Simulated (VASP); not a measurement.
# BP (F-43m) in VASP: further runs, part 2 of 2

VASP 6.6.1. The steps go on from the part before.

### Step 3. Phonons, r2SCAN

This run uses another cell than the first one, of 11.67 Å³/atom.

File INCAR:

```
SYSTEM = BP
ALGO     = Normal         ! electronic algorithm
EDIFF    = 1E-8           ! SCF threshold, eV
ENCUT    = 520            ! plane-wave cutoff, eV
IBRION   = 6              ! ionic algorithm
ISIF     = 2              ! what is computed and relaxed
ISMEAR   = 0              ! smearing method
LASPH    = .TRUE.         ! aspherical terms in the spheres
LCHARG   = .TRUE.         ! write CHGCAR
LMIXTAU  = .TRUE.       
LREAL    = .FALSE.        ! projectors in reciprocal space
LWAVE    = .FALSE.        ! write WAVECAR
METAGGA  = R2SCAN         ! meta-GGA
NELM     = 80             ! most SCF steps
NFREE    = 2            
NSW      = 1              ! ionic steps
POTIM    = 0.015          ! step
PREC     = Accurate       ! precision mode
SIGMA    = 0.01           ! smearing width, eV
```

File KPOINTS:

```
k-points
0
G
  8 8 8
  0 0 0
```

File POSCAR:

```
BP
1.0
    2.2682571427      2.2682571427      0.0000000000
   -2.2682571427      2.2682571427      0.0000000000
    0.0000000000      2.2682571427      2.2682571427
B P
1 1
Direct
    0.0000000000      0.0000000000      0.0000000000
    0.7500000000      0.2500000000      0.5000000000
```

Potentials or basis: VASP PAW PBE potentials, release 64 (B, P).

Run with:

```console
$ cat potpaw_PBE.64/B/POTCAR potpaw_PBE.64/P/POTCAR > POTCAR
$ mpirun -np 1 vasp_std > vasp.out
```

OUTCAR:

```text
SYSTEM = BP
   EDIFF = 1E-8
   ENCUT = 520
   IBRION = 6
   ISIF = 2
   ISMEAR = 0
   LASPH = .TRUE.
   LREAL = .FALSE.
   METAGGA = R2SCAN
   NELM = 80
   NFREE = 2
   NSW = 1
   POTIM = 0.015
   PREC = Accurate

 ion  position               nearest neighbor table
   1  0.000  0.000  0.000-   2 1.96   2 1.96   2 1.96   2 1.96
   2  0.750  0.250  0.500-   1 1.96   1 1.96   1 1.96   1 1.96

  LATTYP: Found a face centered cubic cell.
 ALAT       =     4.5365142854

  Lattice vectors:

 A1 = (   0.0000000000,   2.2682571427,   2.2682571427)
 A2 = (   2.2682571427,   0.0000000000,   2.2682571427)
 A3 = (   2.2682571427,   2.2682571427,   0.0000000000)

Analysis of symmetry for initial positions (statically):
=====================================================================
 Subroutine PRICEL returns:
 Original cell was already a primitive cell.

 Routine SETGRP: Setting up the symmetry group for a
 face centered cubic supercell.

 Subroutine GETGRP returns: Found 24 space group operations
 (whereof 24 operations were pure point group operations)
 out of a pool of 48 trial point group operations.

The static configuration has the point symmetry T_d .

Analysis of symmetry for dynamics (positions and initial velocities):
=====================================================================
 Subroutine PRICEL returns:
 Original cell was already a primitive cell.

 Routine SETGRP: Setting up the symmetry group for a
 face centered cubic supercell.

 Subroutine GETGRP returns: Found 24 space group operations
 (whereof 24 operations were pure point group operations)
 out of a pool of 48 trial point group operations.

The dynamic configuration has the point symmetry T_d .

 Subroutine INISYM returns: Found 24 space group operations
 (whereof 24 operations are pure point group operations),
 and found     1 'primitive' translations

----------------------------------------------------------------------------------------

                                     Primitive cell

  volume of cell :      23.3403

  direct lattice vectors                    reciprocal lattice vectors
     2.268257143  2.268257143  0.000000000     0.220433561  0.220433561 -0.220433561
    -2.268257143  2.268257143  0.000000000    -0.220433561  0.220433561 -0.220433561
     0.000000000  2.268257143  2.268257143     0.000000000  0.000000000  0.440867123

  length of vectors
     3.207800014  3.207800014  3.207800014     0.381802128  0.381802128  0.440867123

  position of ions in fractional coordinates (direct lattice)
     0.000000000  0.000000000  0.000000000
     0.750000000  0.250000000  0.500000000

[... 105 lines left out ...]
   LEPSILON=     F    determine dielectric tensor
   LRPA    =     F    only Hartree local field effects (RPA)
 finite differences with symmetry
 non-spin polarized calculation
 Gauss-broadening in eV      SIGMA  =   0.01
  energy-cutoff  :      520.00
  volume of cell :       23.34
 maximum number of plane-waves:       638
   NGX = 11   NGY = 11   NGZ = 11

--------------------------------------- Ionic step        1  -------------------------------------------

 number of electron       8.0000000 magnetization

 Free energy of the ion-electron system (eV)
  ---------------------------------------------------
  ext. energy  EPLUGINS =         0.00000000
  ---------------------------------------------------
  free energy    TOTEN  =       -17.30951469 eV

  energy without entropy =      -17.30951469  energy(sigma->0) =      -17.30951469

------------------------ aborting loop because EDIFF is reached ----------------------------------------

  FORCE on cell =-STRESS in cart. coord.  units (eV):
  Direction    XX          YY          ZZ          XY          YZ          ZX
  --------------------------------------------------------------------------------------
  -------------------------------------------------------------------------------------
  Total       -0.0711157     -0.0711157     -0.0711157     -0.0000000     -0.0000000     -0.0000000
  in kB       -4.8816761     -4.8816761     -4.8816761     -0.0000000     -0.0000000     -0.0000000
  external PRESSURE =      -4.8816761 kB  Pullay stress =       0.0000000 kB
[... 131 lines left out ...]
--------------------------------------- Ionic step        5  -------------------------------------------

 number of electron       8.0000000 magnetization

 Free energy of the ion-electron system (eV)
  ---------------------------------------------------
  ext. energy  EPLUGINS =         0.00000000
  ---------------------------------------------------
  free energy    TOTEN  =       -17.30729693 eV

  energy without entropy =      -17.30729693  energy(sigma->0) =      -17.30729693

 E-fermi :   7.6407     XC(G=0): -11.5049

 val. band max:        7.5251965864   @ k =   0.0000   0.0000   0.0000
 cond. band min:       8.8754049887   @ k =  -0.3750   0.3750   0.0000
 fundamental gap:      1.3502084023
 Fermi energy:         7.6406519606

 k-point     1 :       0.0000    0.0000    0.0000
  band No.  band energies     occupation
      1      -8.8674      2.00000
      2       7.2777      2.00000
      3       7.4026      2.00000
      4       7.5252      2.00000
      5      10.9611      0.00000
      6      11.0416      0.00000
      7      11.1251      0.00000
      8      15.4269      0.00000
[... 243 lines left out ...]
 k-point    24 :       0.5000    0.2500    0.1250
  band No.  band energies     occupation
      1      -4.6549      2.00000
      2      -1.5512      2.00000
      3       2.6239      2.00000
      4       4.1589      2.00000
      5      11.9983      0.00000
      6      12.9614      0.00000
      7      16.2976      0.00000
      8      17.9052      0.00000

 [... further k-points ...]

------------------------ aborting loop because EDIFF is reached ----------------------------------------

  FORCE on cell =-STRESS in cart. coord.  units (eV):
  Direction    XX          YY          ZZ          XY          YZ          ZX
  --------------------------------------------------------------------------------------
  -------------------------------------------------------------------------------------
  Total       -0.0706564     -0.0668652     -0.0668652      0.0000000     -0.1016472     -0.0000000
  in kB       -4.8501539     -4.5899099     -4.5899099      0.0000000     -6.9774916     -0.0000000
  external PRESSURE =      -4.6766579 kB  Pullay stress =       0.0000000 kB
[... 17 lines left out ...]
  FREE ENERGIE OF THE ION-ELECTRON SYSTEM (eV)
  ---------------------------------------------------
  free  energy   TOTEN  =       -17.3072969288 eV

  energy  without entropy=      -17.3072969288  energy(sigma->0) =      -17.30729693

 INTERNAL STRAIN TENSORS FROM DISPLACED ATOMS
 ============================================

 INTERNAL STRAIN TENSOR FOR ION    1 for displacements in x,y,z  (eV/Angst):
          X           Y           Z          XY          YZ          ZX
  --------------------------------------------------------------------------------
  x     0.00000    -0.00000    -0.00000     0.00000    -6.76080    -0.00000
  y     0.00000     0.00000    -0.00000     0.00000    -0.00000    -6.76080
  z    -0.00000    -0.00000     0.00000    -6.76080     0.00000     0.00000

 INTERNAL STRAIN TENSOR FOR ION    2 for displacements in x,y,z  (eV/Angst):
          X           Y           Z          XY          YZ          ZX
  --------------------------------------------------------------------------------
  x     0.00000    -0.00000    -0.00000    -0.00000     6.78453     0.00000
  y    -0.00000     0.00000    -0.00000     0.00000    -0.00000     6.78453
  z    -0.00000    -0.00000     0.00000     6.78453     0.00000    -0.00000

 Eigenvectors and eigenvalues of the dynamical matrix
 ----------------------------------------------------

   1 f  =   24.518806 THz   154.056201 2PiTHz  817.859328 cm-1   101.401588 meV
             X         Y         Z           dx          dy          dz
      0.000000  0.000000  0.000000    -0.718782    0.114468   -0.459898
      1.134129  3.402386  1.134129     0.424666   -0.067629    0.271714
[... 21 lines left out ...]
   6 f/i=    0.000397 THz     0.002497 2PiTHz    0.013254 cm-1     0.001643 meV
             X         Y         Z           dx          dy          dz
      0.000000  0.000000  0.000000     0.469237    0.195902   -0.013511
      1.134129  3.402386  1.134129     0.794222    0.331579   -0.022869

 ELASTIC MODULI CONTR FROM IONIC RELAXATION (kBar)
 Direction    XX          YY          ZZ          XY          YZ          ZX
 --------------------------------------------------------------------------------
 XX          -0.0000     -0.0000      0.0000      0.0000     -0.0000      0.0000
 YY          -0.0000     -0.0000      0.0000      0.0000      0.0000      0.0000
 ZZ           0.0000      0.0000     -0.0000      0.0000     -0.0000     -0.0000
 XY           0.0000      0.0000      0.0000   -159.7260      0.0000      0.0000
 YZ          -0.0000      0.0000     -0.0000      0.0000   -159.7260     -0.0000
 ZX           0.0000      0.0000     -0.0000      0.0000     -0.0000   -159.7260
 --------------------------------------------------------------------------------
```

Run time: 93 s. Hardware: 1 thread of Intel Xeon 6975P-C (Granite Rapids), shared host; peak memory 0.16 GiB.

Results:

* Highest phonon frequency at Γ, LO-TO splitting left out: 818 cm⁻¹

Phonon frequencies in cm⁻¹ (negative: imaginary):
```tsv
q point	frequencies
(0.000, 0.000, 0.000)	0 0 0 818 818 818
```

Caveat: the PAW data sets were made with another functional, which shifts forces and pressure a little.

### Step 4. Phonons, r2SCAN

This run uses another cell than the first one, of 11.81 Å³/atom.

Changes to INCAR since step 3:

```diff
@@ -13,2 +13,3 @@
 METAGGA  = R2SCAN         ! meta-GGA
+NBANDS   = 11             ! bands
 NELM     = 80             ! most SCF steps
```

KPOINTS is that of step 3.

File POSCAR:

```
BP
1.0
    2.2773980544      2.2773980544      0.0000000000
   -2.2773980544      2.2773980544      0.0000000000
    0.0000000000      2.2773980544      2.2773980544
B P
1 1
Direct
    0.0000000000      0.0000000000      0.0000000000
    0.7500000000      0.2500000000      0.5000000000
```

Potentials or basis: VASP PAW PBE potentials, release 64 (B, P).

Run with:

```console
$ cat potpaw_PBE.64/B/POTCAR potpaw_PBE.64/P/POTCAR > POTCAR
$ mpirun -np 1 vasp_std > vasp.out
```

OUTCAR:

```text
SYSTEM = BP
   EDIFF = 1E-8
   ENCUT = 520
   IBRION = 6
   ISIF = 2
   ISMEAR = 0
   LASPH = .TRUE.
   LREAL = .FALSE.
   METAGGA = R2SCAN
   NELM = 80
   NFREE = 2
   NSW = 1
   POTIM = 0.015
   PREC = Accurate

 ion  position               nearest neighbor table
   1  0.000  0.000  0.000-   2 1.97   2 1.97   2 1.97   2 1.97
   2  0.750  0.250  0.500-   1 1.97   1 1.97   1 1.97   1 1.97

  LATTYP: Found a face centered cubic cell.
 ALAT       =     4.5547961088

  Lattice vectors:

 A1 = (   0.0000000000,   2.2773980544,   2.2773980544)
 A2 = (   2.2773980544,   0.0000000000,   2.2773980544)
 A3 = (   2.2773980544,   2.2773980544,   0.0000000000)

Analysis of symmetry for initial positions (statically):
=====================================================================
 Subroutine PRICEL returns:
 Original cell was already a primitive cell.

 Routine SETGRP: Setting up the symmetry group for a
 face centered cubic supercell.

 Subroutine GETGRP returns: Found 24 space group operations
 (whereof 24 operations were pure point group operations)
 out of a pool of 48 trial point group operations.

The static configuration has the point symmetry T_d .

Analysis of symmetry for dynamics (positions and initial velocities):
=====================================================================
 Subroutine PRICEL returns:
 Original cell was already a primitive cell.

 Routine SETGRP: Setting up the symmetry group for a
 face centered cubic supercell.

 Subroutine GETGRP returns: Found 24 space group operations
 (whereof 24 operations were pure point group operations)
[... 311 lines left out ...]

 k-point     1 :       0.0000    0.0000    0.0000
  band No.  band energies     occupation
      1      -8.8995      2.00000
      2       7.1353      2.00000
      3       7.2592      2.00000
      4       7.3809      2.00000
      5      10.8001      0.00000
      6      10.8804      0.00000
      7      10.9637      0.00000
      8      15.0904      0.00000
      9      19.5773      0.00000
     10      19.8733      0.00000
     11      19.8742      0.00000
[... 309 lines left out ...]
 k-point    24 :       0.5000    0.2500    0.1250
  band No.  band energies     occupation
      1      -4.7423      2.00000
      2      -1.6176      2.00000
      3       2.5207      2.00000
      4       4.0522      2.00000
      5      11.8526      0.00000
      6      12.7757      0.00000
      7      16.0736      0.00000
      8      17.6843      0.00000
      9      18.2655      0.00000
     10      22.5002      0.00000
     11      24.9536      0.00000

 [... further k-points ...]

------------------------ aborting loop because EDIFF is reached ----------------------------------------

  FORCE on cell =-STRESS in cart. coord.  units (eV):
  Direction    XX          YY          ZZ          XY          YZ          ZX
  --------------------------------------------------------------------------------------
  -------------------------------------------------------------------------------------
  Total       -0.3643307     -0.3607775     -0.3607775      0.0000000     -0.0938700      0.0000000
  in kB      -24.7092477    -24.4682642    -24.4682642      0.0000000     -6.3663536      0.0000000
  external PRESSURE =     -24.5485920 kB  Pullay stress =       0.0000000 kB
[... 17 lines left out ...]
  FREE ENERGIE OF THE ION-ELECTRON SYSTEM (eV)
  ---------------------------------------------------
  free  energy   TOTEN  =       -17.3049119698 eV

  energy  without entropy=      -17.3049119698  energy(sigma->0) =      -17.30491197

 INTERNAL STRAIN TENSORS FROM DISPLACED ATOMS
 ============================================

 INTERNAL STRAIN TENSOR FOR ION    1 for displacements in x,y,z  (eV/Angst):
          X           Y           Z          XY          YZ          ZX
  --------------------------------------------------------------------------------
  x    -0.00000     0.00000     0.00000     0.00000    -6.24820     0.00000
  y     0.00000     0.00000     0.00000     0.00000     0.00000    -6.24820
  z     0.00000     0.00000    -0.00000    -6.24820     0.00000     0.00000

 INTERNAL STRAIN TENSOR FOR ION    2 for displacements in x,y,z  (eV/Angst):
          X           Y           Z          XY          YZ          ZX
  --------------------------------------------------------------------------------
  x    -0.00000     0.00000     0.00000    -0.00000     6.26433     0.00000
  y     0.00000    -0.00000     0.00000    -0.00000    -0.00000     6.26433
  z     0.00000     0.00000    -0.00000     6.26433     0.00000     0.00000

 Eigenvectors and eigenvalues of the dynamical matrix
 ----------------------------------------------------

   1 f  =   24.223613 THz   152.201452 2PiTHz  808.012769 cm-1   100.180770 meV
             X         Y         Z           dx          dy          dz
      0.000000  0.000000  0.000000    -0.860981    0.000000    0.000000
      1.138699  3.416097  1.138699     0.508636    0.000000    0.000000
[... 21 lines left out ...]
   6 f/i=    0.000501 THz     0.003150 2PiTHz    0.016725 cm-1     0.002074 meV
             X         Y         Z           dx          dy          dz
      0.000000  0.000000  0.000000     0.000000    0.000000   -0.508636
      1.138699  3.416097  1.138699     0.000000    0.000000   -0.860981

 ELASTIC MODULI CONTR FROM IONIC RELAXATION (kBar)
 Direction    XX          YY          ZZ          XY          YZ          ZX
 --------------------------------------------------------------------------------
 XX          -0.0000      0.0000     -0.0000      0.0000      0.0000     -0.0000
 YY           0.0000     -0.0000     -0.0000      0.0000     -0.0000      0.0000
 ZZ          -0.0000     -0.0000     -0.0000      0.0000     -0.0000      0.0000
 XY           0.0000      0.0000      0.0000   -137.9701      0.0000     -0.0000
 YZ           0.0000     -0.0000     -0.0000      0.0000   -137.9701     -0.0000
 ZX          -0.0000      0.0000      0.0000     -0.0000     -0.0000   -137.9701
 --------------------------------------------------------------------------------
```

OSZICAR:

```text
N       E                     dE             d eps       ncg     rms          rms(c)
DAV:   1     0.230025148437E+01    0.23003E+01   -0.39980E+03   638   0.668E+02
DAV:   2    -0.186275597384E+02   -0.20928E+02   -0.20314E+02   867   0.108E+02
[... 61 lines left out ...]
DAV:   5    -0.173049119291E+02   -0.31916E-04   -0.18923E-05  2281   0.369E-02    0.535E-03
DAV:   6    -0.173049103156E+02    0.16135E-05   -0.20310E-06  2345   0.117E-02    0.249E-03
DAV:   7    -0.173049117534E+02   -0.14378E-05   -0.36081E-06  2201   0.141E-02    0.240E-03
DAV:   8    -0.173049119346E+02   -0.18117E-06   -0.19490E-07  2372   0.357E-03    0.262E-03
DAV:   9    -0.173049119707E+02   -0.36141E-07   -0.25443E-08  2246   0.137E-03    0.812E-04
DAV:  10    -0.173049119698E+02    0.87198E-09   -0.36868E-08  2231   0.157E-03
   5 F= -.17304912E+02 E0= -.17304912E+02  d E =-.128212E-74
```

Wall time 1.7 min (1 thread of Intel Xeon 6975P-C (Granite Rapids), shared host); peak memory 0.16 GiB.

Results:

```yaml
Highest_phonon_frequency_at_Γ_LO-TO_splitting_left_out: 808 cm⁻¹
```

Phonon frequencies in cm⁻¹ (negative: imaginary):
| q point | frequencies |
| --- | --- |
| (0.000, 0.000, 0.000) | 0 0 0 808 808 808 |

Caveat: the cell stands under pressure or tension, which shifts response properties; the PAW data sets were made with another functional, which shifts forces and pressure a little.
